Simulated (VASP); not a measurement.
# BaZn2H6 (P4/mmm) in VASP: further runs

BaZn2H6 is run at these levels: PBE; tasks: single point, relaxation of cell and atoms.

Program: VASP 6.6.1. These are calculated values, not measurements. Logs are shortened: lines on timing, memory, paths and dates and some standing lists are left out, and cuts for length are marked.

### 1 The cell of the first run

It takes space group P4/mmm (No. 123, tetragonal). Conventional cell: a = 5.327 Å, b = 5.327 Å, c = 3.922 Å, α = 90.00°, β = 90.00°, γ = 90.00°. Ba (site symmetry 4/mmm) has 12 H at 2.66 to 2.67 Å and 8 Zn at 3.31 Å within 3.5 Å. Within 2.5 Å of Zn (site symmetry mmm) lie 6 H at 1.88 to 1.96 Å. Within 2.8 Å of H (site symmetry mmm) lie 2 Zn at 1.96 Å and 2 Ba at 2.66 Å and 8 H at 2.72 Å. Within 2.8 Å of H (site symmetry m2m) lie 2 Zn at 1.88 Å and 8 H at 2.56 to 2.77 Å and 2 Ba at 2.67 Å.

### 2 Single point, PBE (atoms taken out)

Input file INCAR:

```
SYSTEM = BaZn2H6
PREC = Accurate
ENCUT = 520
EDIFF = 1E-7
ISMEAR = 0
SIGMA = 0.1
LREAL = .False.
LASPH = .True.
NELM = 60
ALGO = Normal
ISIF = 2
LWAVE = .False.
LCHARG = .False.
GGA = PE
NBANDS = 30
```

Input file KPOINTS:

```
Automatic mesh
0
Gamma
  4 4 4
  0 0 0
```

Input file POSCAR:

```
BaZn2H6
1.0
    5.3271894888      0.0000000000      0.0000000000
    0.0000000000      5.3271894888      0.0000000000
    0.0000000000      0.0000000000      3.9216301847
Ba Zn H
1 2 6
Direct
    0.5000000000      0.5000000000      0.5000000000
    0.0000000000      0.5000000000      0.0000000000
    0.5000000000      0.0000000000      0.0000000000
    0.0000000000      0.5000000000      0.5000000000
    0.5000000000      0.0000000000      0.5000000000
    0.2596039196      0.7403960804      0.0000000000
    0.7403960804      0.2596039196      0.0000000000
    0.2596039196      0.2596039196      0.0000000000
    0.7403960804      0.7403960804      0.0000000000
```

Potentials or basis: VASP PAW PBE potentials, release 64 (Ba_sv, Zn, H).

The run is started by

```sh
> cat potpaw_PBE.64/Ba_sv/POTCAR potpaw_PBE.64/Zn/POTCAR potpaw_PBE.64/H/POTCAR > POTCAR
> mpirun -np 1 vasp_std > vasp.out
```

OUTCAR:

```text
SYSTEM = BaZn2H6
   PREC = Accurate
   ENCUT = 520
   EDIFF = 1E-7
   ISMEAR = 0
   LREAL = .False.
   LASPH = .True.
   NELM = 60
   ISIF = 2
   GGA = PE

 ion  position               nearest neighbor table
   1  0.500  0.500  0.500-   4 2.66   5 2.66   5 2.66   4 2.66   8 2.67   8 2.67   7 2.67   7 2.67
                             6 2.67   6 2.67   9 2.67   9 2.67   2 3.31   3 3.31   3 3.31   2 3.31
   2  0.000  0.500  0.000-   7 1.88   9 1.88   8 1.88   6 1.88   4 1.96   4 1.96   1 3.31   1 3.31
                             1 3.31   1 3.31
   3  0.500  0.000  0.000-   6 1.88   9 1.88   8 1.88   7 1.88   5 1.96   5 1.96   1 3.31   1 3.31
                             1 3.31   1 3.31
   4  0.000  0.500  0.500-   2 1.96   2 1.96   1 2.66   1 2.66
   5  0.500  0.000  0.500-   3 1.96   3 1.96   1 2.66   1 2.66
   6  0.260  0.740  0.000-   3 1.88   2 1.88   1 2.67   1 2.67
   7  0.740  0.260  0.000-   2 1.88   3 1.88   1 2.67   1 2.67
   8  0.260  0.260  0.000-   2 1.88   3 1.88   1 2.67   1 2.67
   9  0.740  0.740  0.000-   2 1.88   3 1.88   1 2.67   1 2.67

  LATTYP: Found a simple tetragonal cell.
 ALAT       =     5.3271894888
 C/A-ratio  =     0.7361536872

  Lattice vectors:

 A1 = (   5.3271894888,   0.0000000000,   0.0000000000)
 A2 = (   0.0000000000,   5.3271894888,   0.0000000000)
 A3 = (   0.0000000000,   0.0000000000,   3.9216301847)

Analysis of symmetry for initial positions (statically):
=====================================================================
 Subroutine PRICEL returns:
 Original cell was already a primitive cell.

 Routine SETGRP: Setting up the symmetry group for a
 simple tetragonal supercell.

 Subroutine GETGRP returns: Found 16 space group operations
 (whereof 16 operations were pure point group operations)
 out of a pool of 16 trial point group operations.

The static configuration has the point symmetry D_4h.

Analysis of symmetry for dynamics (positions and initial velocities):
=====================================================================
 Subroutine PRICEL returns:
 Original cell was already a primitive cell.

 Routine SETGRP: Setting up the symmetry group for a
 simple tetragonal supercell.

 Subroutine GETGRP returns: Found 16 space group operations
 (whereof 16 operations were pure point group operations)
 out of a pool of 16 trial point group operations.

The dynamic configuration has the point symmetry D_4h.

 Subroutine INISYM returns: Found 16 space group operations
 (whereof 16 operations are pure point group operations),
 and found     1 'primitive' translations

----------------------------------------------------------------------------------------

                                     Primitive cell

  volume of cell :     111.2917

  direct lattice vectors                    reciprocal lattice vectors
     5.327189489  0.000000000  0.000000000     0.187716244  0.000000000  0.000000000
     0.000000000  5.327189489  0.000000000     0.000000000  0.187716244  0.000000000
     0.000000000  0.000000000  3.921630185     0.000000000  0.000000000  0.254995997

  length of vectors
     5.327189489  5.327189489  3.921630185     0.187716244  0.187716244  0.254995997

  position of ions in fractional coordinates (direct lattice)
     0.500000000  0.500000000  0.500000000
     0.000000000  0.500000000  0.000000000
     0.500000000  0.000000000  0.000000000
     0.000000000  0.500000000  0.500000000
     0.500000000  0.000000000  0.500000000
     0.259603920  0.740396080  0.000000000
     0.740396080  0.259603920  0.000000000
     0.259603920  0.259603920  0.000000000
     0.740396080  0.740396080  0.000000000

  ion indices of the primitive-cell ions
   primitive index   ion index
                 1           1
                 2           2
                 3           3
                 4           4
                 5           5
                 6           6
                 7           7
                 8           8
                 9           9

----------------------------------------------------------------------------------------

 KPOINTS: Automatic mesh

Automatic generation of k-mesh.
 Grid dimensions read from file:
 generate k-points for:    4    4    4

 Generating k-lattice:

  Cartesian coordinates                     Fractional coordinates (reciprocal lattice)
     0.046929061  0.000000000  0.000000000     0.250000000  0.000000000  0.000000000
     0.000000000  0.046929061  0.000000000     0.000000000  0.250000000  0.000000000
     0.000000000  0.000000000  0.063748999     0.000000000  0.000000000  0.250000000

  Length of vectors
     0.046929061  0.046929061  0.063748999

  Shift w.r.t. Gamma in fractional coordinates (k-lattice)
     0.000000000  0.000000000  0.000000000

 Subroutine IBZKPT returns following result:
 ===========================================

 Found     18 irreducible k-points:

 Following reciprocal coordinates:
            Coordinates               Weight
  0.000000  0.000000  0.000000      1.000000
  0.250000  0.000000  0.000000      4.000000
  0.500000  0.000000  0.000000      2.000000
  0.250000  0.250000  0.000000      4.000000
  0.500000  0.250000  0.000000      4.000000
  0.500000  0.500000  0.000000      1.000000
[... 10 lines left out ...]
  0.500000  0.250000  0.500000      4.000000
  0.500000  0.500000  0.500000      1.000000
   k-points           NKPTS =     18   k-points in BZ     NKDIM =     18   number of bands    NBANDS=     30
   number of dos      NEDOS =    301   number of ions     NIONS =      9
   total plane-waves  NPLWV =  48000
   dimension x,y,z NGX =    40 NGY =   40 NGZ =   30
   dimension x,y,z NGXF=    80 NGYF=   80 NGZF=   60
   ions per type =               1   2   6
   NGX,Y,Z   is equivalent  to a cutoff of  12.48, 12.48, 12.72 a.u.
   NGXF,Y,Z  is equivalent  to a cutoff of  24.97, 24.97, 25.44 a.u.
 SYSTEM =  BaZn2H6
   PREC   = accura    normal or accurate (medium, high low for compatibility)
   ISTART =      0    job   : 0-new  1-cont  2-samecut
   ICHARG =      2    charge: 1-file 2-atom 10-const
   ISPIN  =      1    spin polarized calculation?
   LNONCOLLINEAR =      F non collinear calculations
   LSORBIT =      F    spin-orbit coupling
   LASPH  =      T    aspherical Exc in radial PAW
   ENCUT  =  520.0 eV  38.22 Ry    6.18 a.u.   9.91  9.91  7.29*2*pi/ulx,y,z
   NELM   =     60;   NELMIN=  2; NELMDL= -5     # of ELM steps
   EDIFF  = 0.1E-06   stopping-criterion for ELM
   LREAL  =      F    real-space projection
   EDIFFG = 0.1E-05   stopping-criterion for IOM
   NSW    =      0    number of steps for IOM
   IBRION =     -1    ionic relax: 0-MD 1-quasi-New 2-CG
   NFREE  =      0    steps in history (QN), initial steepest desc. (CG)
   ISIF   =      2    stress and relaxation
   ISYM   =      2    0-nonsym 1-usesym 2-fastsym
   POTIM  = 0.5000    time-step for ionic-motion
   TEBEG  =    0.0;   TEEND  =   0.0 temperature during run
   PSTRESS=    0.0 pullay stress
   NELECT =      40.0000    total number of electrons
   NUPDOWN=      -1.0000    fix difference up-down
   EMIN   =  10.00;   EMAX   =-10.00  energy-range for DOS
   EFERMI =   0.00;   METHOD = LEGACY
   ISMEAR =     0;   SIGMA  =   0.10  broadening in eV -4-tet -1-fermi 0-gaus
   EFERMI_NEDOS =   21; number of points for ismear=-14 and -15
   IALGO  =     38    algorithm
   IMIX   =      4    mixing-type and parameters
     AMIX     =   0.40;   BMIX     =  1.00
     AMIX_MAG =   1.60;   BMIX_MAG =  1.00
  volume/ion in A,a.u.               =      12.37        83.45
  Fermi-wavevector in a.u.,A,eV,Ry     =   1.163967  2.199578 18.433421  1.354818
  Thomas-Fermi vector in A             =   2.300510
   LORBIT       =      0    0 simple, 1 ext, 2 COOP (PROOUT), +10 PAW based schemes
   GGA     = PE    functional components
   LHFCALC =     F    Hartree Fock is set to
   AEXX    =    0.0000 exact exchange contribution
   IVDW    =     0    specifies the selected vdW correction
   LEPSILON=     F    determine dielectric tensor
   LRPA    =     F    only Hartree local field effects (RPA)
 non-spin polarized calculation
 Gauss-broadening in eV      SIGMA  =   0.10
  energy-cutoff  :      520.00
  volume of cell :      111.29
 maximum number of plane-waves:      3024
 NGX is ok and might be reduce to    40
   NGX = 19   NGY = 19   NGZ = 15

 number of electron      40.0000046 magnetization

 Free energy of the ion-electron system (eV)
  ---------------------------------------------------
  ext. energy  EPLUGINS =         0.00000000
  ---------------------------------------------------
  free energy    TOTEN  =       -24.98449025 eV

  energy without entropy =      -24.98031796  energy(sigma->0) =      -24.98240410

 E-fermi :   0.5361     XC(G=0):  -8.8015

 val. band max:        0.4735243042   @ k =   0.2500   0.0000   0.5000
 cond. band min:       0.5599164521   @ k =   0.0000   0.0000   0.2500
 fundamental gap:      0.0863921479
 Fermi energy:         0.5360666849

 k-point     1 :       0.0000    0.0000    0.0000
  band No.  band energies     occupation
      1     -26.3005      2.00000
      2     -11.7683      2.00000
      3     -11.7683      2.00000
      4     -11.2816      2.00000
      5      -7.3762      2.00000
      6      -6.7643      2.00000
[... 22 lines left out ...]
     29       7.4990      0.00000
     30       8.0361      0.00000

 k-point     2 :       0.2500    0.0000    0.0000
  band No.  band energies     occupation
      1     -26.2986      2.00000
      2     -11.9034      2.00000
      3     -11.7659      2.00000
      4     -11.2846      2.00000
      5      -7.0159      2.00000
      6      -6.6839      2.00000
[... 22 lines left out ...]
     29       7.1870      0.00000
     30       8.1740      0.00000

 k-point     3 :       0.5000    0.0000    0.0000
  band No.  band energies     occupation
      1     -26.2967      2.00000
      2     -12.0265      2.00000
      3     -11.7635      2.00000
      4     -11.2875      2.00000
      5      -6.6709      2.00000
      6      -6.5604      2.00000
[... 484 lines left out ...]
     29       8.9650      0.00000
     30       9.1676      0.00000

 k-point    18 :       0.5000    0.5000    0.5000
  band No.  band energies     occupation
      1     -26.2137      2.00000
      2     -12.3498      2.00000
      3     -11.6918      2.00000
      4     -11.6918      2.00000
      5      -6.8697      2.00000
      6      -6.8697      2.00000
[... 22 lines left out ...]
     29       7.7627      0.00000
     30       9.2985      0.00000

------------------------ aborting loop because EDIFF is reached ----------------------------------------

  FORCE on cell =-STRESS in cart. coord.  units (eV):
  Direction    XX          YY          ZZ          XY          YZ          ZX
  --------------------------------------------------------------------------------------
  -------------------------------------------------------------------------------------
  Total        0.3371287      0.3371287      0.5369877      0.0000000      0.0000000      0.0000000
  in kB        4.8533693      4.8533693      7.7305782      0.0000000      0.0000000      0.0000000
  external PRESSURE =       5.8124389 kB  Pullay stress =       0.0000000 kB

 VOLUME and BASIS-vectors are now :
 -----------------------------------------------------------------------------
  energy-cutoff  :      520.00
  volume of cell :      111.29
      direct lattice vectors                 reciprocal lattice vectors
     5.327189489  0.000000000  0.000000000     0.187716244  0.000000000  0.000000000
     0.000000000  5.327189489  0.000000000     0.000000000  0.187716244  0.000000000
     0.000000000  0.000000000  3.921630185     0.000000000  0.000000000  0.254995997

 POSITION                                       TOTAL-FORCE (eV/Angst)
 -----------------------------------------------------------------------------------
      2.66359      2.66359      1.96082        -0.000000     -0.000000      0.000000
      0.00000      2.66359      0.00000        -0.000000     -0.000000      0.000000
      2.66359      0.00000      0.00000        -0.000000     -0.000000      0.000000
      0.00000      2.66359      1.96082        -0.000000     -0.000000      0.000000
      2.66359      0.00000      1.96082        -0.000000     -0.000000      0.000000
      1.38296      3.94423      0.00000        -0.019920      0.019920      0.000000
      3.94423      1.38296      0.00000         0.019920     -0.019920     -0.000000
      1.38296      1.38296      0.00000        -0.019920     -0.019920      0.000000
      3.94423      3.94423      0.00000         0.019920      0.019920     -0.000000
 -----------------------------------------------------------------------------------
    total drift:                               -0.000000      0.000000     -0.000000

  FREE ENERGIE OF THE ION-ELECTRON SYSTEM (eV)
  ---------------------------------------------------
  free  energy   TOTEN  =       -24.9844902470 eV

  energy  without entropy=      -24.9803179611  energy(sigma->0) =      -24.98240410
```

Wall time 67 s (1 thread of Intel Xeon Platinum 8259CL at 2.50GHz (Skylake/Cascade Lake), shared host); peak memory 0.24 GiB.

What came out:

```yaml
Free_energy: -24.9845 eV
Pressure: 0.6 GPa
Largest_force: 0.028 eV/Å
Band_gap_on_the_k_mesh: zero (bands 20 and 21 overlap by 0.23 eV)
```

Forces on the atoms (eV/Å):
```
Ba   0.000  0.000  0.000
Zn   0.000  0.000  0.000
Zn   0.000  0.000  0.000
H    0.000  0.000  0.000
H    0.000  0.000  0.000
H   -0.020  0.020  0.000
H    0.020 -0.020  0.000
H   -0.020 -0.020  0.000
H    0.020  0.020  0.000
```

Stress tensor (GPa, compression positive):
```
0.49 0.00 0.00
0.00 0.49 0.00
0.00 0.00 0.77
```

Caveat: the k points lie up to 0.40 Å⁻¹ apart; the cell differs from its parent crystal (atoms taken out); spin-orbit coupling is left out, which moves the levels of the heavy elements.

### 3 Relaxation of cell and atoms, PBE (atoms taken out)

Input file INCAR:

```
  PREC = Accurate
  ENCUT = 600
  EDIFF = 1E-7
  ISMEAR = 0
  SIGMA = 0.1
  LREAL = False
  LASPH = True
  NELM = 60
  ALGO = Normal
  ISIF = 3
  LWAVE = False
  LCHARG = False
  GGA = PE
  IBRION = 2
  NSW = 90
  EDIFFG = -0.04
```

Input file KPOINTS:

```
Automatic mesh
0
Gamma
  4 4 4
```

Input file POSCAR:

```
BaZn2H6
1.0
    6.3972964900      0.0000000000      0.0000000000
    0.0000000000      6.3972964900      0.0000000000
    0.0000000000      0.0000000000      4.5235717300
Ba Zn H
1 2 6
Direct
    0.5000000000      0.5000000000      0.5000000000
    0.0000000000      0.5000000000      0.0000000000
    0.5000000000      0.0000000000      0.0000000000
    0.0000000000      0.5000000000      0.5000000000
    0.5000000000      0.0000000000      0.5000000000
    0.2500000000      0.7500000000      0.0000000000
    0.7500000000      0.2500000000      0.0000000000
    0.2500000000      0.2500000000      0.0000000000
    0.7500000000      0.7500000000      0.0000000000
```

Potentials or basis: VASP PAW PBE potentials, release 64 (Ba_sv, Zn, H).

The run is started by

```sh
> cat potpaw_PBE.64/Ba_sv/POTCAR potpaw_PBE.64/Zn/POTCAR potpaw_PBE.64/H/POTCAR > POTCAR
> mpirun -np 1 vasp_std > vasp.out
```

Wall time 22 min (1 thread of Intel Xeon Platinum 8259CL at 2.50GHz (Skylake/Cascade Lake), shared host); peak memory 0.4 GiB.

It converged, with:

```
Free energy                           : -24.9947 eV
Relaxed volume                        : 12.53 Å³/atom
Relaxed cell                          : a = 5.340 Å, b = 5.340 Å, c = 3.956 Å, α = 90.00°, β = 90.00°, γ = 90.00°
Space group after relaxing (to 0.1 Å) : P4/mmm (No. 123)
Energy gained by relaxing             : 371.7 meV/atom
Ionic steps                           : 11
Pressure after relaxing               : -0.1 GPa
Largest force after relaxing          : 0.015 eV/Å
Band gap on the k mesh                : zero (bands 20 and 21 overlap by 0.21 eV)
```

Forces on the atoms (eV/Å):
```
Ba   0.000  0.000  0.000
Zn   0.000  0.000  0.000
Zn   0.000  0.000  0.000
H    0.000  0.000  0.000
H    0.000  0.000  0.000
H    0.011 -0.011  0.000
H   -0.011  0.011  0.000
H    0.011  0.011  0.000
H   -0.011 -0.011  0.000
```

The path:
```
step  energy change (eV)  largest force (eV/Å)  pressure (GPa)  volume (Å³)
   1              0.0000                0.4485           -9.50       185.13
   2             -1.8155                0.3547           -8.69       154.34
   3             -1.2022                0.4719           29.69        82.77
   4             -3.1108                0.2113           -4.61       125.51
   5             -3.3171                0.0503            1.41       109.50
   6             -3.3277                0.0868           -0.08       112.55
   7             -3.3269                0.0726            0.48       111.33
   8             -3.3346                0.0552            0.48       111.37
   9             -3.3430                0.0033            0.53       111.45
  10             -3.3432                0.0088            0.52       111.45
  11             -3.3450                0.0155           -0.09       112.79
```

Final structure:
```xyz
9
Lattice="5.3396 0.0000 0.0000 0.0000 5.3396 0.0000 0.0000 0.0000 3.9560" Properties=species:S:1:pos:R:3 pbc="T T T"
Ba    2.6698    2.6698    1.9780
Zn    0.0000    2.6698    0.0000
Zn    2.6698    0.0000    0.0000
H     0.0000    2.6698    1.9780
H     2.6698    0.0000    1.9780
H     1.3794    3.9602    0.0000
H     3.9602    1.3794    3.9560
H     1.3794    1.3794    3.9560
H     3.9602    3.9602    0.0000
```

Levels at points of the mesh, in eV from the Fermi level:
```tsv
k point	band 18	band 19	band 20	band 21	band 22	band 23
(0.00, 0.00, 0.00)	-3.22	-1.01	-0.23	3.47	4.22	4.24
(0.50, 0.00, 0.00)	-2.21	-1.82	-1.01	2.81	2.85	3.56
(0.50, 0.50, 0.00)	-4.12	0.14	0.14	2.44	2.93	2.93
(0.00, 0.00, 0.50)	-4.11	-3.78	-1.23	0.39	4.11	4.11
(0.50, 0.00, 0.50)	-3.00	-2.96	-1.68	1.74	2.21	3.58
(0.50, 0.50, 0.50)	-3.01	-2.92	-2.92	2.42	4.39	4.45
```

Caveat: the cell differs from its parent crystal (atoms taken out); the volume moved by over 15 % at a fixed basis, so the end points are rough; spin-orbit coupling is left out, which moves the levels of the heavy elements.
